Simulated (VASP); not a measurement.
Set up this calculation in VASP 6.6.1, as the native input.

- Task: single point
- Functional: r2SCAN
- Potentials or basis: VASP PAW PBE potentials, release 64 (Hf_pv, N)
- Cutoff: 520 eV
- k mesh: 9 × 9 × 7
- Occupations: fermi-dirac, width 0.05 eV
- Spin: no spin polarisation
- Dipole correction: no
- Further INCAR settings: ALGO = Normal; EDIFF = 1e-06; NBANDS = 14

HfN:

```
Hf N
1.0
     3.43321    0.00000    0.00000
    -1.71660    2.97324    0.00000
     0.00000    0.00000    3.96982
Hf N
1 1
Direct
  0.00000 0.00000 0.50000
  0.00000 0.00000 0.00000
```

The input as run:

POSCAR

```
HfN
1.0
    3.4332100000      0.0000000000      0.0000000000
   -1.7166000000      2.9732400000      0.0000000000
    0.0000000000      0.0000000000      3.9698200000
Hf N
1 1
Direct
    0.0000000000      0.0000000000      0.5000000000
    0.0000000000      0.0000000000      0.0000000000
```

INCAR.step1

```
SYSTEM = HfN
ALGO     = Normal         ! electronic algorithm
EDIFF    = 1E-4           ! SCF threshold, eV
ENCUT    = 520            ! plane-wave cutoff, eV
GGA      = PE             ! functional
ISMEAR   = -1             ! smearing method
LASPH    = .True.         ! aspherical terms in the spheres
LCHARG   = .False.        ! write CHGCAR
LREAL    = .False.        ! projectors in reciprocal space
LWAVE    = .True.         ! write WAVECAR
NBANDS   = 14             ! bands
NELM     = 60             ! most SCF steps
PREC     = Accurate       ! precision mode
SIGMA    = 0.05           ! smearing width, eV
```

INCAR.step2

```
SYSTEM = HfN
ALGO     = Normal         ! electronic algorithm
EDIFF    = 1E-6           ! SCF threshold, eV
ENCUT    = 520            ! plane-wave cutoff, eV
ISIF     = 2              ! what is computed and relaxed
ISMEAR   = -1             ! smearing method
ISTART   = 1            
LASPH    = .True.         ! aspherical terms in the spheres
LCHARG   = .True.         ! write CHGCAR
LELF     = .True.         ! ELF
LMIXTAU  = .True.       
LREAL    = .False.        ! projectors in reciprocal space
LVHAR    = .True.       
LWAVE    = .False.        ! write WAVECAR
METAGGA  = R2SCAN         ! meta-GGA
NBANDS   = 14             ! bands
NELM     = 60             ! most SCF steps
PREC     = Accurate       ! precision mode
SIGMA    = 0.05           ! smearing width, eV
```

KPOINTS

```
k-points
0
Gamma
  9 9 7
  0 0 0
```

Potentials or basis: VASP PAW PBE potentials, release 64 (Hf_pv, N).

Command:

```console
$ cat potpaw_PBE.64/Hf_pv/POTCAR potpaw_PBE.64/N/POTCAR > POTCAR
$ cp INCAR.step1 INCAR
$ mpirun -np 1 vasp_std > vasp.out
$ cp INCAR.step2 INCAR
$ mpirun -np 1 vasp_std > vasp.out
```

It gave:

* Pressure: -1.5 GPa

Caveat: the PAW data sets were made with another functional, which shifts forces and pressure a little.

Run time: 83 s on 1 thread of Intel Xeon 6975P-C, with other jobs on the host, peak memory 0.18 GiB.
